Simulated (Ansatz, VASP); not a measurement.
# One calculation of Ta4O, two programs

```
CELL_PARAMETERS angstrom
3.20589 0.00000 0.00000
0.00000 3.20589 0.00000
0.00000 0.00000 7.61725
ATOMIC_POSITIONS crystal
Ta 0.00000 0.00000 0.50000
Ta 0.50000 0.50000 0.78291
Ta 0.50000 0.50000 0.21709
Ta 0.00000 0.00000 0.00000
O 0.50000 0.50000 0.50000
```

Change from the starting cell: strain -0.015 along x and y, +0.030 along z, atoms carried along.

Alike in both runs: task single point; functional PBE; k mesh 14 × 14 × 8; occupations gaussian, width 0.15 eV; no spin polarisation.

|  | VASP | Ansatz |
| --- | --- | --- |
| version | VASP 6.6.1 | Ansatz 0.2.0 |
| potentials or method | VASP PAW PBE potentials, release 64 (Ta_pv, O), cutoff 520 eV | scalar-relativistic, plane waves, PAW |
| valence electrons in the cell | 50 | 58 |

Ansatz gave:

| Property | Result |
| --- | --- |
| gap on the k mesh at the Fermi level (eV) | none |
| pressure (GPa) | -0.5 |
| traceless stress, the component that is largest in VASP (GPa) | -5.20 |
| rms of the force components (eV/Å) | 0.126 |

Task: Estimate VASP's values.

Result: gap on the k mesh at the Fermi level (eV): none; pressure (GPa): -0.3; traceless stress, the component that is largest in VASP (GPa): -5.11; rms of the force components (eV/Å): 0.115.

Atom by atom the forces differ by 0.010 eV/Å (rms over components). A gap of «none» marks a metal or a gap that the smearing closes. VASP's potentials hold 50 valence electrons a cell and Ansatz's 58, so a difference there can come from the potentials and not from the codes.

Spin-orbit coupling is off throughout.
